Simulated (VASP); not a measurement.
# HfC in VASP: notebook

The runs below take HfC through single point, with PBE-based screened hybrid with 5 % exact exchange, PBE-based screened hybrid with 10 % exact exchange, LDA.

Program: VASP 6.6.1. These are calculated values, not measurements. Logs are shortened: lines on timing, memory, paths and dates and some standing lists are left out, and cuts for length are marked.

### Step 1. The cell of the first run

It takes space group P6_3/mmc (No. 194, hexagonal). The conventional cell has a = 3.343 Å, b = 3.343 Å, c = 5.203 Å, α = 90.00°, β = 90.00°, γ = 120.00°. Hf (site symmetry -6m2) has 6 C at 2.33 Å within 3.1 Å. C (site symmetry -3m) has 6 Hf at 2.33 Å and 2 C at 2.60 Å within 3.1 Å.

### Step 2. Single point, PBE-based screened hybrid with 5 % exact exchange

The input, POSCAR:

```
HfC
1.0
    3.3428660531      0.0000000000      0.0000000000
   -1.6714330265      2.8950069234      0.0000000000
    0.0000000000      0.0000000000      5.2027140000
Hf C
2 2
Direct
    0.3333333333      0.6666666667      0.2500000000
    0.6666666667      0.3333333333      0.7500000000
    0.0000000000      0.0000000000      0.5000000000
    0.0000000000      0.0000000000      0.0000000000
```

The input, INCAR.step1:

```
ALGO = Normal ; EDIFF = 1E-5
ENCUT = 520 ; GGA = PE
ISIF = 2 ; ISMEAR = -1
LASPH = T ; LREAL = F
LWAVE = T ; NBANDS = 22
NELM = 60 ; PREC = Accurate
SIGMA = 0.05
```

The input, INCAR.step2:

```
AEXX = 0.05 ; ALGO = Normal
EDIFF = 1E-6 ; ENCUT = 520
GGA = PE ; HFSCREEN = 0.2
ISIF = 2 ; ISMEAR = -1
ISTART = 1 ; LASPH = T
LCHARG = T ; LELF = T
LHFCALC = T ; LREAL = F
LVHAR = T ; LWAVE = F
NBANDS = 22 ; NELM = 60
PREC = Accurate ; PRECFOCK = Normal
SIGMA = 0.05
```

The input, KPOINTS:

```
k-points
0
Gamma
  5 5 3
```

Potentials or basis: VASP PAW PBE potentials, release 64 (Hf_pv, C).

Started as:

```console
$ cat potpaw_PBE.64/Hf_pv/POTCAR potpaw_PBE.64/C/POTCAR > POTCAR
$ cp INCAR.step1 INCAR
$ mpirun -np 1 vasp_std > vasp.out
$ cp INCAR.step2 INCAR
$ mpirun -np 1 vasp_std > vasp.out
```

OUTCAR:

```text
AEXX = 0.05
   EDIFF = 1E-6
   ENCUT = 520
   GGA = PE
   HFSCREEN = 0.2
   ISIF = 2
   ISMEAR = -1
   ISTART = 1
   LASPH = T
   LHFCALC = T
   LREAL = F
   NELM = 60
   PREC = Accurate
   PRECFOCK = Normal

 ion  position               nearest neighbor table
   1  0.333  0.667  0.250-   3 2.33   4 2.33   3 2.33   4 2.33   3 2.33   4 2.33   2 3.24   2 3.24
                             2 3.24   2 3.24   2 3.24   2 3.24
   2  0.667  0.333  0.750-   3 2.33   4 2.33   3 2.33   4 2.33   3 2.33   4 2.33   1 3.24   1 3.24
                             1 3.24   1 3.24   1 3.24   1 3.24
   3  0.000  0.000  0.500-   1 2.33   2 2.33   1 2.33   2 2.33   2 2.33   1 2.33
   4  0.000  0.000  0.000-   1 2.33   2 2.33   1 2.33   2 2.33   2 2.33   1 2.33

  LATTYP: Found a hexagonal cell.
 ALAT       =     3.3428660531
 C/A-ratio  =     1.5563632875

  Lattice vectors:

 A1 = (   3.3428660531,   0.0000000000,   0.0000000000)
 A2 = (  -1.6714330265,   2.8950069234,   0.0000000000)
 A3 = (   0.0000000000,   0.0000000000,   5.2027140000)

Analysis of symmetry for initial positions (statically):
=====================================================================
 Subroutine PRICEL returns:
 Original cell was already a primitive cell.

 Routine SETGRP: Setting up the symmetry group for a
 hexagonal supercell.

 Subroutine GETGRP returns: Found 24 space group operations
 (whereof 12 operations were pure point group operations)
 out of a pool of 24 trial point group operations.

The static configuration has the point symmetry D_3d.
 The point group associated with its full space group is D_6h.

Analysis of symmetry for dynamics (positions and initial velocities):
=====================================================================
 Subroutine PRICEL returns:
 Original cell was already a primitive cell.

 Routine SETGRP: Setting up the symmetry group for a
 hexagonal supercell.

 Subroutine GETGRP returns: Found 24 space group operations
 (whereof 12 operations were pure point group operations)
 out of a pool of 24 trial point group operations.

The dynamic configuration has the point symmetry D_3d.
 The point group associated with its full space group is D_6h.

 Subroutine INISYM returns: Found 24 space group operations
 (whereof 12 operations are pure point group operations),
 and found     1 'primitive' translations

[... 89 lines left out ...]
   ISIF   =      2    stress and relaxation
   ISYM   =      3    0-nonsym 1-usesym 2-fastsym
   POTIM  = 0.5000    time-step for ionic-motion
   TEBEG  =    0.0;   TEEND  =   0.0 temperature during run
   PSTRESS=    0.0 pullay stress
   NELECT =      28.0000    total number of electrons
   NUPDOWN=      -1.0000    fix difference up-down
   EMIN   =  10.00;   EMAX   =-10.00  energy-range for DOS
   EFERMI =   0.00;   METHOD = LEGACY
   ISMEAR =    -1;   SIGMA  =   0.05  broadening in eV -4-tet -1-fermi 0-gaus
   EFERMI_NEDOS =   21; number of points for ismear=-14 and -15
   IALGO  =     38    algorithm
   IMIX   =      1    mixing-type and parameters
     AMIX     =   0.40;   BMIX     =  1.00
     AMIX_MAG =   1.60;   BMIX_MAG =  1.00
  volume/ion in A,a.u.               =      12.59        84.94
  Fermi-wavevector in a.u.,A,eV,Ry     =   1.346257  2.544057 24.659309  1.812408
  Thomas-Fermi vector in A             =   2.474104
   LORBIT       =      0    0 simple, 1 ext, 2 COOP (PROOUT), +10 PAW based schemes
   GGA     = PE    functional components
   LHFCALC =     T    Hartree Fock is set to
   PRECFOCK=normal    Normal, Fast or Accurate (Low or Medium for compatibility)
   ENCUT4O =  -1.0   cutoff for four orbital integrals eV
   NKREDX  =     1    reduce k-point grid by
   NKREDY  =     1    reduce k-point grid by
   NKREDZ  =     1    reduce k-point grid by
   AEXX    =    0.0500 exact exchange contribution
   HFSCREEN=    0.2000 screening length (either q_TF or 0.3 A-1)
   HFSCREENC=   0.2000 screening length for correlation (either q_TF or 0.3 A-1)
   ENCUTFOCK=  -1.0 apply spherical cutoff to Coloumb kernel
   IVDW    =     0    specifies the selected vdW correction
   LEPSILON=     F    determine dielectric tensor
   LRPA    =     F    only Hartree local field effects (RPA)
 non-spin polarized calculation
  energy-cutoff  :      520.00
  volume of cell :       50.35
 maximum number of plane-waves:      1375
 NGX is ok and might be reduce to    28
  NGX = 20; NGY = 20; NGZ = 30

 number of electron      28.0000002 magnetization

 Free energy of the ion-electron system (eV)
  ---------------------------------------------------
  ext. energy  EPLUGINS =         0.00000000
  ---------------------------------------------------
  free energy    TOTEN  =       -42.50163843 eV

  energy without entropy =      -42.49553841  energy(sigma->0) =      -42.49858842

 E-fermi :   6.3088     XC(G=0): -11.8358

 val. band max:        6.1298220735   @ k =   0.4000   0.2000   0.0000
 cond. band min:       6.4203261640   @ k =   0.2000   0.2000   0.3333
 fundamental gap:      0.2905040905
 Fermi energy:         6.3087548720

 k-point     1 :       0.0000    0.0000    0.0000
  band No.  band energies     occupation
      1     -24.7224      2.00000
      2     -24.1312      2.00000
      3     -24.1312      2.00000
      4     -24.0421      2.00000
      5     -24.0421      2.00000
      6     -23.9650      2.00000
[... 239 lines left out ...]
     21      13.7271      0.00000
     22      13.9905      0.00000

------------------------ aborting loop because EDIFF is reached ----------------------------------------

  FORCE on cell =-STRESS in cart. coord.  units (eV):
  Direction    XX          YY          ZZ          XY          YZ          ZX
  --------------------------------------------------------------------------------------
  -------------------------------------------------------------------------------------
  Total       -1.2214390     -1.2214390      0.1383569     -0.0000000      0.0000000      0.0000000
  in kB      -38.8672518    -38.8672518      4.4026357     -0.0000000      0.0000000      0.0000000
  external PRESSURE =     -24.4439560 kB  Pullay stress =       0.0000000 kB

 VOLUME and BASIS-vectors are now :
 -----------------------------------------------------------------------------
  energy-cutoff  :      520.00
  volume of cell :       50.35
      direct lattice vectors                 reciprocal lattice vectors
     3.342866053  0.000000000  0.000000000     0.299144502  0.172711159  0.000000000
    -1.671433026  2.895006923  0.000000000     0.000000000  0.345422317  0.000000000
     0.000000000  0.000000000  5.202714000     0.000000000  0.000000000  0.192207375

 POSITION                                       TOTAL-FORCE (eV/Angst)
 -----------------------------------------------------------------------------------
     -0.00000      1.93000      1.30068         0.000000     -0.000000      0.000000
      1.67143      0.96500      3.90204        -0.000000      0.000000      0.000000
      0.00000      0.00000      2.60136         0.000000      0.000000     -0.000000
      0.00000      0.00000      0.00000         0.000000      0.000000     -0.000000
 -----------------------------------------------------------------------------------
    total drift:                                0.000000      0.000000     -0.000000

  FREE ENERGIE OF THE ION-ELECTRON SYSTEM (eV)
  ---------------------------------------------------
  free  energy   TOTEN  =       -42.5016384336 eV

  energy  without entropy=      -42.4955384128  energy(sigma->0) =      -42.49858842
```

Wall time 33 min (1 thread of Intel Xeon 8259CL, shared host); peak memory 0.29 GiB.

What came out:

```
Free energy            : -42.5016 eV
Pressure               : -2.4 GPa
Band gap on the k mesh : zero (bands 14 and 15 overlap by 1.08 eV)
```

Caveat: the k points lie up to 0.43 Å⁻¹ apart, too coarse for converged energies and pressures of a metal; the PAW data sets were made with another functional, which shifts forces and pressure a little; spin-orbit coupling is left out, which moves the levels of the heavy elements.

### Step 3. Single point, PBE-based screened hybrid with 10 % exact exchange

POSCAR is that of step 2.

The input, INCAR.step1:

```
SYSTEM = HfC
ALGO = Normal ; EDIFF = 1E-5
ENCUT = 520 ; GGA = PE
ISIF = 2 ; ISMEAR = -1
LASPH = .True. ; LREAL = .False.
LWAVE = .True. ; NBANDS = 22
NELM = 80 ; PREC = Accurate
SIGMA = 0.05
```

The input, INCAR.step2:

```
SYSTEM = HfC
AEXX = 0.1 ; ALGO = Normal
EDIFF = 1E-6 ; ENCUT = 520
GGA = PE ; HFSCREEN = 0.2
ISIF = 2 ; ISMEAR = -1
ISTART = 1 ; LASPH = .True.
LCHARG = .True. ; LELF = .True.
LHFCALC = .True. ; LREAL = .False.
LVHAR = .True. ; LWAVE = .False.
NBANDS = 22 ; NELM = 80
PREC = Accurate ; PRECFOCK = Normal
SIGMA = 0.05
```

The input, KPOINTS:

```
k-points
0
Gamma
  5 5 3
  0 0 0
```

Potentials or basis: VASP PAW PBE potentials, release 64 (Hf_pv, C).

Started as:

```console
$ cat potpaw_PBE.64/Hf_pv/POTCAR potpaw_PBE.64/C/POTCAR > POTCAR
$ cp INCAR.step1 INCAR
$ mpirun -np 1 vasp_std > vasp.out
$ cp INCAR.step2 INCAR
$ mpirun -np 1 vasp_std > vasp.out
```

OUTCAR:

```text
SYSTEM = HfC
   AEXX = 0.1
   EDIFF = 1E-6
   ENCUT = 520
   GGA = PE
   HFSCREEN = 0.2
   ISIF = 2
   ISMEAR = -1
   ISTART = 1
   LASPH = .True.
   LHFCALC = .True.
   LREAL = .False.
   NELM = 80
   PREC = Accurate
   PRECFOCK = Normal

 ion  position               nearest neighbor table
   1  0.333  0.667  0.250-   3 2.33   4 2.33   3 2.33   4 2.33   3 2.33   4 2.33   2 3.24   2 3.24
                             2 3.24   2 3.24   2 3.24   2 3.24
   2  0.667  0.333  0.750-   3 2.33   4 2.33   3 2.33   4 2.33   3 2.33   4 2.33   1 3.24   1 3.24
[... 447 lines left out ...]
  Direction    XX          YY          ZZ          XY          YZ          ZX
  --------------------------------------------------------------------------------------
  -------------------------------------------------------------------------------------
  Total       -1.5092744     -1.5092744     -0.1797838     -0.0000000      0.0000000      0.0000000
  in kB      -48.0264250    -48.0264250     -5.7208783     -0.0000000      0.0000000      0.0000000
  external PRESSURE =     -33.9245761 kB  Pullay stress =       0.0000000 kB

 VOLUME and BASIS-vectors are now :
 -----------------------------------------------------------------------------
  energy-cutoff  :      520.00
  volume of cell :       50.35
      direct lattice vectors                 reciprocal lattice vectors
     3.342866053  0.000000000  0.000000000     0.299144502  0.172711159  0.000000000
    -1.671433026  2.895006923  0.000000000     0.000000000  0.345422317  0.000000000
     0.000000000  0.000000000  5.202714000     0.000000000  0.000000000  0.192207375

 POSITION                                       TOTAL-FORCE (eV/Angst)
 -----------------------------------------------------------------------------------
     -0.00000      1.93000      1.30068         0.000000      0.000000      0.000000
      1.67143      0.96500      3.90204        -0.000000      0.000000      0.000000
      0.00000      0.00000      2.60136         0.000000      0.000000     -0.000000
      0.00000      0.00000      0.00000         0.000000      0.000000     -0.000000
 -----------------------------------------------------------------------------------
    total drift:                               -0.000000     -0.000001      0.000002

  FREE ENERGIE OF THE ION-ELECTRON SYSTEM (eV)
  ---------------------------------------------------
  free  energy   TOTEN  =       -43.6683388770 eV

  energy  without entropy=      -43.6627041221  energy(sigma->0) =      -43.66552150
```

OUTCAR.step1:

```text
SYSTEM = HfC
   EDIFF = 1E-5
   ENCUT = 520
   GGA = PE
   ISIF = 2
   ISMEAR = -1
   LASPH = .True.
[... 466 lines left out ...]
      1.67143      0.96500      3.90204         0.000000      0.000000      0.000000
      0.00000      0.00000      2.60136         0.000000      0.000000      0.000000
      0.00000      0.00000      0.00000         0.000000      0.000000      0.000000
 -----------------------------------------------------------------------------------
    total drift:                               -0.000000      0.000000     -0.000000

  FREE ENERGIE OF THE ION-ELECTRON SYSTEM (eV)
  ---------------------------------------------------
  free  energy   TOTEN  =       -41.3422919257 eV

  energy  without entropy=      -41.3356021167  energy(sigma->0) =      -41.33894702
```

Wall time 35 min (1 thread of Intel Xeon 8259CL, shared host); peak memory 0.29 GiB.

Results:

| Item | Value |
| --- | --- |
| Free energy | -43.6683 eV |
| Pressure | -3.4 GPa |
| Band gap on the k mesh | zero (bands 14 and 15 overlap by 1.13 eV) |

Stress tensor (GPa, compression positive):
```
-4.80  0.00  0.00
 0.00 -4.80  0.00
 0.00  0.00 -0.57
```

Caveat: the k points lie up to 0.43 Å⁻¹ apart, too coarse for converged energies and pressures of a metal; the PAW data sets were made with another functional, which shifts forces and pressure a little; spin-orbit coupling is left out, which moves the levels of the heavy elements.

### Step 4. Single point, LDA

The input, INCAR:

```
SYSTEM = HfC
  ALGO = Normal
  EDIFF = 1E-6
  ENCUT = 520
  GGA = CA
  ISIF = 2
  ISMEAR = -1
  LASPH = .True.
  LCHARG = .False.
  LREAL = .False.
  LWAVE = .False.
  NBANDS = 22
  NELM = 80
  PREC = Accurate
  SIGMA = 0.05
```

The input, KPOINTS:

```
k-points
0
Gamma
  7 7 4
  0 0 0
```

The input, POSCAR:

```
HfC
1.0
    3.3428660531      0.0000000000      0.0000000000
   -1.6714330265      2.8950069234      0.0000000000
    0.0000000000      0.0000000000      5.2027140000
Hf C
2 2
Direct
    0.3387840000      0.6665510000      0.2562210000
    0.6766480000      0.3424410000      0.7491100000
    0.0096910000      0.0067720000      0.4996400000
    0.0012890000     -0.0052170000      0.0030640000
```

Potentials or basis: VASP PAW LDA potentials, release 64 (Hf_pv, C).

Started as:

```console
$ cat potpaw_LDA.64/Hf_pv/POTCAR potpaw_LDA.64/C/POTCAR > POTCAR
$ mpirun -np 1 vasp_std > vasp.out
```

Wall time 83 s (1 thread of Intel Xeon Platinum 8488C (Sapphire Rapids), shared host); peak memory 0.22 GiB.

The run converged. Its results:

```
Free energy            : -44.9263 eV
Pressure               : -12.2 GPa
Largest force          : 0.680 eV/Å
Band gap on the k mesh : zero (bands 14 and 15 overlap by 1.18 eV)
```

Forces on the atoms (eV/Å):
```
Hf  -0.020  0.045 -0.671
Hf  -0.013 -0.345  0.586
C   -0.021 -0.020  0.178
C    0.053  0.320 -0.093
```

Stress tensor (GPa, compression positive):
```
-14.00   0.00  -0.01
  0.00 -14.12  -0.07
 -0.01  -0.07  -8.52
```

Levels at points of the mesh, in eV from the Fermi level:
```csv
k point,band 12,band 13,band 14,band 15,band 16,band 17
"(0.00, 0.00, 0.00)",-1.19,-1.03,1.04,1.42,1.46,1.90
"(0.00, 0.00, 0.50)",-2.67,-2.47,-2.46,3.91,3.92,3.95
```

Caveat: the cell stands under tension; spin-orbit coupling is left out, which moves the levels of the heavy elements.

### Step 5. Single point, LDA

The input, INCAR:

```
SYSTEM = HfC
PREC = Accurate
ENCUT = 520
EDIFF = 1E-7
ISMEAR = -1
SIGMA = 0.05
LREAL = .False.
LASPH = .True.
NELM = 60
ALGO = Normal
ISIF = 2
LWAVE = .False.
LCHARG = .True.
LELF = .True.
LVHAR = .True.
NBANDS = 22
```

The input, KPOINTS:

```
regular mesh
0
Gamma
  7 7 4
  0 0 0
```

POSCAR is that of step 4.

Started as:

```console
$ cat potpaw_LDA.64/Hf_pv/POTCAR potpaw_LDA.64/C/POTCAR > POTCAR
$ mpirun -np 1 vasp_std > vasp.out
```

Wall time 96 s (1 thread of Intel Xeon Platinum 8488C (Sapphire Rapids), shared host); peak memory 0.22 GiB.

It converged, with:

```yaml
Free_energy: -44.9263 eV
Pressure: -12.2 GPa
Largest_force: 0.680 eV/Å
Band_gap_on_the_k_mesh: zero (bands 14 and 15 overlap by 1.18 eV)
```

Forces in eV/Å, atoms in the order of the input:
```
Hf  -0.020  0.045 -0.670
Hf  -0.013 -0.345  0.586
C   -0.021 -0.020  0.178
C    0.053  0.320 -0.093
```

Stress tensor (GPa, compression positive):
```
-14.03   0.00  -0.01
  0.00 -14.15  -0.07
 -0.01  -0.07  -8.56
```

Levels at points of the mesh, in eV from the Fermi level:
| k point | band 11 | band 12 | band 13 | band 14 | band 15 | band 16 | band 17 | band 18 |
| --- | --- | --- | --- | --- | --- | --- | --- | --- |
| (0.00, 0.00, 0.00) | -3.00 | -1.19 | -1.03 | 1.04 | 1.42 | 1.46 | 1.90 | 2.00 |
| (0.00, 0.00, 0.50) | -2.70 | -2.67 | -2.47 | -2.46 | 3.91 | 3.92 | 3.95 | 4.01 |

Caveat: the cell stands under tension; spin-orbit coupling is left out, which moves the levels of the heavy elements.

### Step 6. Single point, LDA

The input, INCAR:

```
ALGO = Normal
EDIFF = 1E-6
ENCUT = 520
ISIF = 2
ISMEAR = -1
LASPH = True
LCHARG = False
LREAL = False
LWAVE = False
NBANDS = 22
NELM = 100
PREC = Accurate
SIGMA = 0.05
```

The input, KPOINTS:

```
k-points
0
Gamma
  7 7 4
```

POSCAR is that of step 5.

Potentials or basis: VASP PAW LDA potentials, release 64 (Hf_pv, C).

Started as:

```console
$ cat potpaw_LDA.64/Hf_pv/POTCAR potpaw_LDA.64/C/POTCAR > POTCAR
$ mpirun -np 1 vasp_std > vasp.out
```

Run time: 87 s. Hardware: 1 thread of Intel Xeon Platinum 8488C (Sapphire Rapids), shared host; peak memory 0.22 GiB.

Results (log left out):

```yaml
Free_energy: -44.9263 eV
Pressure: -12.2 GPa
Largest_force: 0.680 eV/Å
Band_gap_on_the_k_mesh: zero (bands 14 and 15 overlap by 1.18 eV)
```

Forces on the atoms (eV/Å):
```
Hf  -0.020  0.045 -0.671
Hf  -0.013 -0.345  0.586
C   -0.021 -0.020  0.178
C    0.053  0.320 -0.093
```

Stress tensor (GPa, compression positive):
```
-14.00   0.00  -0.01
  0.00 -14.12  -0.07
 -0.01  -0.07  -8.52
```

Levels at points of the mesh, in eV from the Fermi level:
| k point | band 12 | band 13 | band 14 | band 15 | band 16 | band 17 |
| --- | --- | --- | --- | --- | --- | --- |
| (0.00, 0.00, 0.00) | -1.19 | -1.03 | 1.04 | 1.42 | 1.46 | 1.90 |
| (0.00, 0.00, 0.50) | -2.67 | -2.47 | -2.46 | 3.91 | 3.92 | 3.95 |

Caveat: the cell stands under tension; spin-orbit coupling is left out, which moves the levels of the heavy elements.

### Step 7. The runs side by side

```tsv
level	potentials or basis	cell	k mesh	grid for exact exchange (PRECFOCK)	share of exact exchange	screening parameter	gap on the mesh (eV)	pressure (GPa)
PBE-based screened hybrid with 5 % exact exchange	VASP PAW PBE potentials, release 64 (Hf_pv, C)	as given, atomic positions A	5 × 5 × 3	Normal	0.05	0.2 1/Å	none	-2.4
PBE-based screened hybrid with 10 % exact exchange	VASP PAW PBE potentials, release 64 (Hf_pv, C)	as given, atomic positions A	5 × 5 × 3	Normal	0.1	0.2 1/Å	none	-3.4
LDA	VASP PAW LDA potentials, release 64 (Hf_pv, C)	as given, atomic positions B	7 × 7 × 4	-	-	-	none	-12.2
```

Alike in all rows: task single point; no spin polarisation; cutoff (eV) 520; smearing fermi-dirac 0.05 eV.

Caveats: some runs use coarse meshes; spin-orbit coupling is left out, which moves the levels of the heavy elements; the PAW data sets were made with another functional, which shifts forces and pressure a little (at least some runs); the cell stands under tension (at least some runs).

Total energies depend on the potentials used, so only differences within one code and one set of settings carry meaning.
